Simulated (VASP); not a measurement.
Wanted: the native input for a VASP 6.6.1 run.

| Property | Result |
| --- | --- |
| Task | single point |
| Functional | PBEsol |
| Dispersion | D3(BJ) |
| Potentials or basis | VASP PAW PBE potentials, release 64 (W_sv, S) |
| Cutoff | 520 eV |
| k mesh | 12 × 12 × 2 |
| Occupations | gaussian, width 0.05 eV |
| Spin | no spin polarisation |
| Dipole correction | no |
| Further INCAR settings | ALGO = Normal; EDIFF = 1e-07; NBANDS = 20 |

The structure of WS2 lies in POSCAR:

```
WS2
1.0
    3.1239380587      0.0000000000      0.0000000000
   -1.5619690294      2.7054097187      0.0000000000
    0.0000000000      0.0000000000     16.9375357456
W S
1 2
Direct
    0.3333333333      0.6666666667      0.0016144304
    0.6569353598      0.3333333333      0.9025223990
    0.6763979736      0.3333333333      0.0882200560
```

This cell differs from its parent crystal: atoms displaced along a vibrational mode.

The input as run:

INCAR

```
SYSTEM = WS2
ALGO     = Normal         ! electronic algorithm
EDIFF    = 1E-7           ! SCF threshold, eV
ENCUT    = 520            ! plane-wave cutoff, eV
GGA      = PS             ! functional
ISIF     = 2              ! what is computed and relaxed
ISMEAR   = 0              ! smearing method
IVDW     = 12             ! dispersion correction
LASPH    = .True.         ! aspherical terms in the spheres
LCHARG   = .False.        ! write CHGCAR
LREAL    = .False.        ! projectors in reciprocal space
LWAVE    = .False.        ! write WAVECAR
NBANDS   = 20             ! bands
NELM     = 80             ! most SCF steps
PREC     = Accurate       ! precision mode
SIGMA    = 0.05           ! smearing width, eV
```

KPOINTS

```
k-points
0
Gamma
  12 12 2
  0 0 0
```

Potentials or basis: VASP PAW PBE potentials, release 64 (W_sv, S).

Run with:

```console
$ cat potpaw_PBE.64/W_sv/POTCAR potpaw_PBE.64/S/POTCAR > POTCAR
$ mpirun -np 1 vasp_std > vasp.out
```

Results of the run:

```
Largest force              : 3.610 eV/Å
Band gap on the k mesh     : 1.90 eV (least direct gap 2.04 eV)
Dispersion energy per atom : -0.253 eV
```

Caveat: the cell differs from its parent crystal (atoms displaced along a vibrational mode); the PAW data sets were made with another functional, which shifts forces and pressure a little; spin-orbit coupling is left out, which moves the levels of the heavy elements.

Run time: 3.9 min on 1 thread of Intel(R) Xeon(R) 6975P-C (Granite Rapids) (shared host), peak memory 0.53 GiB.
